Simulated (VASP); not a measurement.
# Re (Fm-3m) in VASP: further runs, part 2 of 2

VASP 6.6.1. Earlier steps stand in the parts before.

## (5) Single point, LDA

This run uses another cell than the first one, of 13.50 Å³/atom.

The input, INCAR:

```
SYSTEM = Re
  PREC = Accurate
  ENCUT = 600
  EDIFF = 1E-6
  ISMEAR = 0
  SIGMA = 0.05
  LREAL = .False.
  LASPH = .True.
  NELM = 120
  ALGO = Normal
  ISIF = 2
  LWAVE = .False.
  LCHARG = .False.
  NBANDS = 10
  GGA_COMPAT = .False.
```

The input, KPOINTS:

```
regular mesh
0
Gamma
  10 10 10
  0 0 0
```

The input, POSCAR:

```
Re
1.0
    0.0000000000      1.8896745409      1.8896745409
    1.8896745409      0.0000000000      1.8896745409
    1.8896745409      1.8896745409      0.0000000000
Re
1
Direct
    0.0000000000      0.0000000000      0.0000000000
```

Potentials or basis: VASP PAW LDA potentials, release 64 (Re).

Started as:

```sh
> cat potpaw_LDA.64/Re/POTCAR > POTCAR
> mpirun -np 1 vasp_std > vasp.out
```

OUTCAR:

```text
SYSTEM = Re
   PREC = Accurate
   ENCUT = 600
   EDIFF = 1E-6
   ISMEAR = 0
   LREAL = .False.
   LASPH = .True.
   NELM = 120
   ISIF = 2

 ion  position               nearest neighbor table
   1  0.000  0.000  0.000-

  LATTYP: Found a face centered cubic cell.
 ALAT       =     3.7793490818

  Lattice vectors:

 A1 = (   0.0000000000,   1.8896745409,   1.8896745409)
 A2 = (   1.8896745409,   0.0000000000,   1.8896745409)
 A3 = (   1.8896745409,   1.8896745409,   0.0000000000)

Analysis of symmetry for initial positions (statically):
=====================================================================
 Subroutine PRICEL returns:
 Original cell was already a primitive cell.

 Routine SETGRP: Setting up the symmetry group for a
 face centered cubic supercell.

 Subroutine GETGRP returns: Found 48 space group operations
 (whereof 48 operations were pure point group operations)
 out of a pool of 48 trial point group operations.

The static configuration has the point symmetry O_h .

Analysis of symmetry for dynamics (positions and initial velocities):
[... 162 lines left out ...]
 fundamental gap:      0.0109668581
 Fermi energy:         9.2752897188

 k-point     1 :       0.0000    0.0000    0.0000
  band No.  band energies     occupation
      1      -1.3983      2.00000
      2       7.0694      2.00000
      3       7.0694      2.00000
      4       7.0694      2.00000
      5      10.6796      0.00000
      6      10.6796      0.00000
      7      23.2949      0.00000
      8      29.4032      0.00000
      9      29.4032      0.00000
     10      29.4032      0.00000
[... 287 lines left out ...]
 k-point    24 :       0.4000    0.3000    0.0000
  band No.  band energies     occupation
      1       2.4953      2.00000
      2       3.4975      2.00000
      3       8.3322      2.00000
      4      11.0078      0.00000
      5      12.9547      0.00000
      6      13.4366      0.00000
      7      24.5816      0.00000
      8      26.6474      0.00000
      9      28.4542      0.00000
     10      32.9216      0.00000

 [... further k-points ...]

------------------------ aborting loop because EDIFF is reached ----------------------------------------

  FORCE on cell =-STRESS in cart. coord.  units (eV):
  Direction    XX          YY          ZZ          XY          YZ          ZX
  --------------------------------------------------------------------------------------
  -------------------------------------------------------------------------------------
  Total        2.7523695      2.7523695      2.7523695     -0.0000000     -0.0000000      0.0000000
  in kB      326.7580448    326.7580448    326.7580448     -0.0000000     -0.0000000      0.0000000
  external PRESSURE =     326.7580448 kB  Pullay stress =       0.0000000 kB

 VOLUME and BASIS-vectors are now :
 -----------------------------------------------------------------------------
  energy-cutoff  :      600.00
  volume of cell :       13.50
      direct lattice vectors                 reciprocal lattice vectors
     0.000000000  1.889674541  1.889674541    -0.264595828  0.264595828  0.264595828
     1.889674541  0.000000000  1.889674541     0.264595828 -0.264595828  0.264595828
     1.889674541  1.889674541  0.000000000     0.264595828  0.264595828 -0.264595828

 POSITION                                       TOTAL-FORCE (eV/Angst)
 -----------------------------------------------------------------------------------
      0.00000      0.00000      0.00000         0.000000      0.000000      0.000000
 -----------------------------------------------------------------------------------
    total drift:                               -0.000000      0.000000      0.000000

  FREE ENERGIE OF THE ION-ELECTRON SYSTEM (eV)
  ---------------------------------------------------
  free  energy   TOTEN  =       -13.6112189670 eV

  energy  without entropy=      -13.6081580679  energy(sigma->0) =      -13.60968852
```

It took 3.6 s on 1 thread of Intel Xeon 6975P-C (Granite Rapids), shared host; peak memory 0.13 GiB.

What came out:

| Property | Result |
| --- | --- |
| Free energy | -13.6112 eV |
| Pressure | 32.7 GPa |
| Band gap on the k mesh | zero (an odd number of electrons rules out a gap without spin polarisation) |

Caveat: the cell stands under pressure; spin-orbit coupling is left out, which moves the levels of the heavy elements.

## (6) Single point, LDA

This run uses another cell than the first one, of 13.14 Å³/atom.

The input, INCAR:

```
PREC = Accurate ; ENCUT = 600
EDIFF = 1E-6 ; ISMEAR = 0
SIGMA = 0.05 ; LREAL = False
LASPH = True ; NELM = 120
ALGO = Normal ; ISIF = 2
LWAVE = False ; LCHARG = True
LELF = True ; LVHAR = True
NBANDS = 10 ; GGA_COMPAT = False
```

The input, KPOINTS:

```
Automatic mesh
0
Gamma
  10 10 10
```

The input, POSCAR:

```
Re
1.0
    0.0000000000      1.8730645913      1.8730645913
    1.8730645913      0.0000000000      1.8730645913
    1.8730645913      1.8730645913      0.0000000000
Re
1
Direct
    0.0000000000      0.0000000000      0.0000000000
```

Potentials or basis: VASP PAW LDA potentials, release 64 (Re).

Started as:

```sh
> cat potpaw_LDA.64/Re/POTCAR > POTCAR
> mpirun -np 1 vasp_std > vasp.out
```

Run time: 3.8 s. Hardware: 1 thread of Intel Xeon 6975P-C (Granite Rapids), shared host; peak memory 0.13 GiB.

It converged, with:

| Item | Value |
| --- | --- |
| Free energy | -13.5224 eV |
| Pressure | 48.2 GPa |
| Band gap on the k mesh | zero (an odd number of electrons rules out a gap without spin polarisation) |

Levels at points of the mesh, in eV from the Fermi level:
| k point | band 2 | band 3 | band 4 | band 5 | band 6 | band 7 |
| --- | --- | --- | --- | --- | --- | --- |
| (0.00, 0.00, 0.00) | -2.29 | -2.29 | -2.29 | 1.47 | 1.47 | 14.03 |
| (0.50, 0.00, 0.00) | -2.57 | -2.57 | 0.62 | 4.53 | 4.53 | 11.80 |
| (0.50, 0.50, 0.00) | -6.97 | 3.55 | 4.48 | 5.46 | 5.46 | 13.33 |

Caveat: the cell stands under pressure; spin-orbit coupling is left out, which moves the levels of the heavy elements.

## (7) The runs side by side

| task | cell | gap on the mesh (eV) | pressure (GPa) |
| --- | --- | --- | --- |
| relaxation of cell and atoms | relaxed to 30 GPa from a = 2.751 Å, angles 60.0°, 1 atom | none | 30.1 |
| relaxation of cell and atoms | relaxed to 45 GPa from a = 2.751 Å, angles 60.0°, 1 atom | none | 45.0 |
| single point | a = 2.699 Å, angles 60.0°, 1 atom | none | 17.1 |
| single point | a = 2.672 Å, angles 60.0°, 1 atom | none | 32.7 |
| single point | a = 2.649 Å, angles 60.0°, 1 atom | none | 48.2 |

Alike in all rows: level LDA; potentials or basis VASP PAW LDA potentials, release 64 (Re); no spin polarisation; k mesh 10 × 10 × 10; cutoff (eV) 600; smearing gaussian 0.05 eV.

Caveats: spin-orbit coupling is left out, which moves the levels of the heavy elements; the cell stands under pressure (at least some runs); the cell is relaxed towards a set pressure, so the run minimises the enthalpy, not the energy (at least some runs).

Total energies depend on the potentials used, so only differences within one code and one set of settings carry meaning.
